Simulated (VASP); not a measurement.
BrH, 2 atoms in the cell. The cell holds a molecule in a box, 2 atoms: a = 14.000 Å, b = 14.500 Å, c = 15.000 Å, α = 90.00°, β = 90.00°, γ = 90.00°. 

| Quantity | Value |
| --- | --- |
| Program | VASP 6.6.1 |
| Task | relaxation of the atoms |
| Functional | PBE |
| Dispersion | D3(BJ) |
| Potentials or basis | VASP PAW PBE potentials, release 64 (Br, H) |
| Cutoff | 520 eV |
| k mesh | 1 × 1 × 1 |
| Occupations | gaussian, width 0.005 eV |
| Spin | no spin polarisation |
| Dipole correction | no |
| Further INCAR settings | ALGO = Normal; EDIFF = 1e-06; ISYM = 0; IBRION = 2; EDIFFG = -0.01; NSW = 100 |

Potentials or basis: VASP PAW PBE potentials, release 64 (Br, H).

Command:

```sh
$ cat potpaw_PBE.64/Br/POTCAR potpaw_PBE.64/H/POTCAR > POTCAR
$ mpirun -np 1 vasp_gam > vasp.out
```

Hardware: 1 thread of Intel(R) Xeon(R) Platinum 8488C (Sapphire Rapids), with other jobs on the host.

Q: Estimate the wall time of this run.

A: It took 12 min on 1 thread of Intel(R) Xeon(R) Platinum 8488C (Sapphire Rapids), on a shared host, peak memory 1.8 GiB. Counts: scf iterations 62, k points 1, ion steps 6.
